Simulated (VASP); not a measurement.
# CaO (Pm-3m) in VASP: further runs

The runs below take CaO through single point, with PBE.

All numbers are computed with VASP 6.6.1; they aren't measurements. Logs are shortened: lines on timing, memory, paths and dates and some standing lists are left out, and cuts for length are marked.

### 1 The cell of the first run

The structure is cubic, space group Pm-3m (No. 221). The conventional cell has a = 2.803 Å, b = 2.803 Å, c = 2.803 Å, α = 90.00°, β = 90.00°, γ = 90.00°. Ca (site symmetry m-3m) has 8 O at 2.43 Å and 6 Ca at 2.80 Å within 3.2 Å. O (site symmetry m-3m) has 8 Ca at 2.43 Å and 6 O at 2.80 Å within 3.2 Å.

### 2 Single point, PBE (volume changed by -10%)

Contents of INCAR:

```
PREC = Accurate
ENCUT = 520
EDIFF = 1E-6
ISMEAR = 0
SIGMA = 0.01
LREAL = False
LASPH = True
NELM = 60
ALGO = Normal
ISIF = 2
LWAVE = False
LCHARG = True
GGA = PE
LELF = True
LVHAR = True
NBANDS = 15
```

Contents of KPOINTS:

```
regular mesh
0
Gamma
  6 6 6
```

Contents of POSCAR:

```
CaO
1.0
    2.8030174354      0.0000000000      0.0000000000
    0.0000000000      2.8030174354      0.0000000000
    0.0000000000      0.0000000000      2.8030174354
Ca O
1 1
Direct
    0.0000000000      0.0000000000      0.0000000000
    0.5000000000      0.5000000000      0.5000000000
```

Potentials or basis: VASP PAW PBE potentials, release 64 (Ca_sv, O).

On the command line:

```
cat potpaw_PBE.64/Ca_sv/POTCAR potpaw_PBE.64/O/POTCAR > POTCAR
mpirun -np 1 vasp_std > vasp.out
```

OUTCAR:

```text
PREC = Accurate
   ENCUT = 520
   EDIFF = 1E-6
   ISMEAR = 0
   LREAL = False
   LASPH = True
   NELM = 60
   ISIF = 2
   GGA = PE

 ion  position               nearest neighbor table
   1  0.000  0.000  0.000-   2 2.43   2 2.43   2 2.43   2 2.43   2 2.43   2 2.43   2 2.43   2 2.43

   2  0.500  0.500  0.500-   1 2.43   1 2.43   1 2.43   1 2.43   1 2.43   1 2.43   1 2.43   1 2.43

  LATTYP: Found a simple cubic cell.
 ALAT       =     2.8030174354

  Lattice vectors:

 A1 = (   2.8030174354,   0.0000000000,   0.0000000000)
 A2 = (   0.0000000000,   2.8030174354,   0.0000000000)
 A3 = (   0.0000000000,   0.0000000000,   2.8030174354)

Analysis of symmetry for initial positions (statically):
=====================================================================
 Subroutine PRICEL returns:
 Original cell was already a primitive cell.

 Routine SETGRP: Setting up the symmetry group for a
 simple cubic supercell.

 Subroutine GETGRP returns: Found 48 space group operations
 (whereof 48 operations were pure point group operations)
 out of a pool of 48 trial point group operations.

The static configuration has the point symmetry O_h .

Analysis of symmetry for dynamics (positions and initial velocities):
=====================================================================
 Subroutine PRICEL returns:
 Original cell was already a primitive cell.

 Routine SETGRP: Setting up the symmetry group for a
 simple cubic supercell.

 Subroutine GETGRP returns: Found 48 space group operations
 (whereof 48 operations were pure point group operations)
 out of a pool of 48 trial point group operations.

The dynamic configuration has the point symmetry O_h .

 Subroutine INISYM returns: Found 48 space group operations
 (whereof 48 operations are pure point group operations),
 and found     1 'primitive' translations

----------------------------------------------------------------------------------------

                                     Primitive cell

  volume of cell :      22.0230

  direct lattice vectors                    reciprocal lattice vectors
     2.803017435  0.000000000  0.000000000     0.356758394  0.000000000  0.000000000
     0.000000000  2.803017435  0.000000000     0.000000000  0.356758394  0.000000000
     0.000000000  0.000000000  2.803017435     0.000000000  0.000000000  0.356758394

  length of vectors
     2.803017435  2.803017435  2.803017435     0.356758394  0.356758394  0.356758394

  position of ions in fractional coordinates (direct lattice)
     0.000000000  0.000000000  0.000000000
     0.500000000  0.500000000  0.500000000

  ion indices of the primitive-cell ions
   primitive index   ion index
                 1           1
                 2           2

----------------------------------------------------------------------------------------

 KPOINTS: regular mesh

Automatic generation of k-mesh.
 Grid dimensions read from file:
 generate k-points for:    6    6    6

 Generating k-lattice:

  Cartesian coordinates                     Fractional coordinates (reciprocal lattice)
     0.059459732  0.000000000  0.000000000     0.166666667  0.000000000  0.000000000
     0.000000000  0.059459732  0.000000000     0.000000000  0.166666667  0.000000000
     0.000000000  0.000000000  0.059459732     0.000000000  0.000000000  0.166666667

  Length of vectors
     0.059459732  0.059459732  0.059459732

  Shift w.r.t. Gamma in fractional coordinates (k-lattice)
     0.000000000  0.000000000  0.000000000

 Subroutine IBZKPT returns following result:
 ===========================================

 Found     20 irreducible k-points:

 Following reciprocal coordinates:
            Coordinates               Weight
  0.000000  0.000000  0.000000      1.000000
  0.166667  0.000000  0.000000      6.000000
  0.333333  0.000000  0.000000      6.000000
  0.500000  0.000000  0.000000      3.000000
  0.166667  0.166667  0.000000     12.000000
  0.333333  0.166667  0.000000     24.000000
[... 12 lines left out ...]
  0.500000  0.500000  0.333333      6.000000
  0.500000  0.500000  0.500000      1.000000
   k-points           NKPTS =     20   k-points in BZ     NKDIM =     20   number of bands    NBANDS=     15
   number of dos      NEDOS =    301   number of ions     NIONS =      2
   total plane-waves  NPLWV =  13824
   dimension x,y,z NGX =    24 NGY =   24 NGZ =   24
   dimension x,y,z NGXF=    48 NGYF=   48 NGZF=   48
   ions per type =               1   1
   NGX,Y,Z   is equivalent  to a cutoff of  14.23, 14.23, 14.23 a.u.
   NGXF,Y,Z  is equivalent  to a cutoff of  28.47, 28.47, 28.47 a.u.
 SYSTEM =  unknown system
   PREC   = accura    normal or accurate (medium, high low for compatibility)
   ISTART =      0    job   : 0-new  1-cont  2-samecut
   ICHARG =      2    charge: 1-file 2-atom 10-const
   ISPIN  =      1    spin polarized calculation?
   LNONCOLLINEAR =      F non collinear calculations
   LSORBIT =      F    spin-orbit coupling
   LASPH  =      T    aspherical Exc in radial PAW
   ENCUT  =  520.0 eV  38.22 Ry    6.18 a.u.   5.21  5.21  5.21*2*pi/ulx,y,z
   NELM   =     60;   NELMIN=  2; NELMDL= -5     # of ELM steps
   EDIFF  = 0.1E-05   stopping-criterion for ELM
   LREAL  =      F    real-space projection
   EDIFFG = 0.1E-04   stopping-criterion for IOM
   NSW    =      0    number of steps for IOM
   IBRION =     -1    ionic relax: 0-MD 1-quasi-New 2-CG
   NFREE  =      0    steps in history (QN), initial steepest desc. (CG)
   ISIF   =      2    stress and relaxation
   ISYM   =      2    0-nonsym 1-usesym 2-fastsym
   POTIM  = 0.5000    time-step for ionic-motion
   TEBEG  =    0.0;   TEEND  =   0.0 temperature during run
   PSTRESS=    0.0 pullay stress
   NELECT =      16.0000    total number of electrons
   NUPDOWN=      -1.0000    fix difference up-down
   EMIN   =  10.00;   EMAX   =-10.00  energy-range for DOS
   EFERMI =   0.00;   METHOD = LEGACY
   ISMEAR =     0;   SIGMA  =   0.01  broadening in eV -4-tet -1-fermi 0-gaus
   EFERMI_NEDOS =   21; number of points for ismear=-14 and -15
   IALGO  =     38    algorithm
   IMIX   =      4    mixing-type and parameters
     AMIX     =   0.40;   BMIX     =  1.00
     AMIX_MAG =   1.60;   BMIX_MAG =  1.00
  volume/ion in A,a.u.               =      11.01        74.31
  Fermi-wavevector in a.u.,A,eV,Ry     =   1.471710  2.781129 29.469287  2.165932
  Thomas-Fermi vector in A             =   2.586813
   LORBIT       =      0    0 simple, 1 ext, 2 COOP (PROOUT), +10 PAW based schemes
   GGA     = PE    functional components
   LHFCALC =     F    Hartree Fock is set to
   AEXX    =    0.0000 exact exchange contribution
   IVDW    =     0    specifies the selected vdW correction
   LEPSILON=     F    determine dielectric tensor
   LRPA    =     F    only Hartree local field effects (RPA)
 non-spin polarized calculation
 Gauss-broadening in eV      SIGMA  =   0.01
  energy-cutoff  :      520.00
  volume of cell :       22.02
 maximum number of plane-waves:       624
 NGX is ok and might be reduce to    24
   NGX = 11   NGY = 11   NGZ = 11

 number of electron      16.0000006 magnetization

 Free energy of the ion-electron system (eV)
  ---------------------------------------------------
  ext. energy  EPLUGINS =         0.00000000
  ---------------------------------------------------
  free energy    TOTEN  =       -11.62823689 eV

  energy without entropy =      -11.62823689  energy(sigma->0) =      -11.62823689

 E-fermi :   5.0731     XC(G=0): -11.8255

 val. band max:        4.9606382194   @ k =   0.5000   0.5000   0.0000
 cond. band min:       7.6525992907   @ k =   0.0000   0.0000   0.0000
 fundamental gap:      2.6919610713
 Fermi energy:         5.0730956480

 k-point     1 :       0.0000    0.0000    0.0000
  band No.  band energies     occupation
      1     -34.1147      2.00000
      2     -14.3634      2.00000
      3     -14.3634      2.00000
      4     -14.3634      2.00000
      5     -11.8153      2.00000
      6       4.6810      2.00000
      7       4.6810      2.00000
      8       4.6810      2.00000
      9       7.6526      0.00000
     10       7.6526      0.00000
     11      11.5076      0.00000
     12      14.0343      0.00000
     13      14.0343      0.00000
     14      14.0343      0.00000
     15      25.3885      0.00000

 k-point     2 :       0.1667    0.0000    0.0000
  band No.  band energies     occupation
      1     -34.0531      2.00000
      2     -15.0377      2.00000
      3     -14.3193      2.00000
      4     -14.3193      2.00000
      5     -11.2823      2.00000
      6       3.3983      2.00000
      7       4.5215      2.00000
      8       4.5215      2.00000
      9       7.8992      0.00000
     10       8.9853      0.00000
     11      12.5916      0.00000
     12      13.9281      0.00000
     13      13.9281      0.00000
     14      14.1180      0.00000
     15      23.6585      0.00000

 k-point     3 :       0.3333    0.0000    0.0000
  band No.  band energies     occupation
      1     -33.9267      2.00000
      2     -16.0388      2.00000
      3     -14.2297      2.00000
      4     -14.2297      2.00000
      5     -10.5005      2.00000
      6       1.6039      2.00000
      7       4.1914      2.00000
      8       4.1914      2.00000
      9       8.4602      0.00000
     10      11.5034      0.00000
     11      13.8051      0.00000
     12      13.8051      0.00000
     13      14.2909      0.00000
     14      14.7071      0.00000
     15      21.1110      0.00000
[... 271 lines left out ...]
 k-point    19 :       0.5000    0.5000    0.3333
  band No.  band energies     occupation
      1     -33.4857      2.00000
      2     -15.3978      2.00000
      3     -15.3978      2.00000
      4     -15.0164      2.00000
      5     -10.5621      2.00000
      6       1.4312      2.00000
      7       1.4312      2.00000
      8       1.7958      2.00000
      9      13.0058      0.00000
     10      13.1534      0.00000
     11      13.1534      0.00000
     12      13.2615      0.00000
     13      15.7717      0.00000
     14      19.5527      0.00000
     15      19.5527      0.00000

 k-point    20 :       0.5000    0.5000    0.5000
  band No.  band energies     occupation
      1     -33.4333      2.00000
      2     -15.3164      2.00000
      3     -15.3164      2.00000
      4     -15.3164      2.00000
      5     -10.3730      2.00000
      6       1.0307      2.00000
      7       1.0307      2.00000
      8       1.0307      2.00000
      9      13.6448      0.00000
     10      13.6448      0.00000
     11      13.6448      0.00000
     12      15.8100      0.00000
     13      15.8100      0.00000
     14      18.9266      0.00000
     15      18.9266      0.00000

------------------------ aborting loop because EDIFF is reached ----------------------------------------

  FORCE on cell =-STRESS in cart. coord.  units (eV):
  Direction    XX          YY          ZZ          XY          YZ          ZX
  --------------------------------------------------------------------------------------
  -------------------------------------------------------------------------------------
  Total        2.8630055      2.8630055      2.8630055      0.0000000      0.0000000      0.0000000
  in kB      208.2837384    208.2837384    208.2837384      0.0000000      0.0000000      0.0000000
  external PRESSURE =     208.2837384 kB  Pullay stress =       0.0000000 kB

 VOLUME and BASIS-vectors are now :
 -----------------------------------------------------------------------------
  energy-cutoff  :      520.00
  volume of cell :       22.02
      direct lattice vectors                 reciprocal lattice vectors
     2.803017435  0.000000000  0.000000000     0.356758394  0.000000000  0.000000000
     0.000000000  2.803017435  0.000000000     0.000000000  0.356758394  0.000000000
     0.000000000  0.000000000  2.803017435     0.000000000  0.000000000  0.356758394

 POSITION                                       TOTAL-FORCE (eV/Angst)
 -----------------------------------------------------------------------------------
      0.00000      0.00000      0.00000         0.000000      0.000000      0.000000
      1.40151      1.40151      1.40151         0.000000      0.000000      0.000000
 -----------------------------------------------------------------------------------
    total drift:                                0.000000      0.000000     -0.000000

  FREE ENERGIE OF THE ION-ELECTRON SYSTEM (eV)
  ---------------------------------------------------
  free  energy   TOTEN  =       -11.6282368888 eV

  energy  without entropy=      -11.6282368888  energy(sigma->0) =      -11.62823689
```

It took 4.6 s on 1 thread of AMD EPYC 9R45 (Zen 5), shared host; peak memory 0.11 GiB.

What came out:

```
Free energy            : -11.6282 eV
Pressure               : 20.8 GPa
Band gap on the k mesh : 2.69 eV, indirect (least direct gap 2.97 eV)
```

(Part 1 of 2 ends here.)
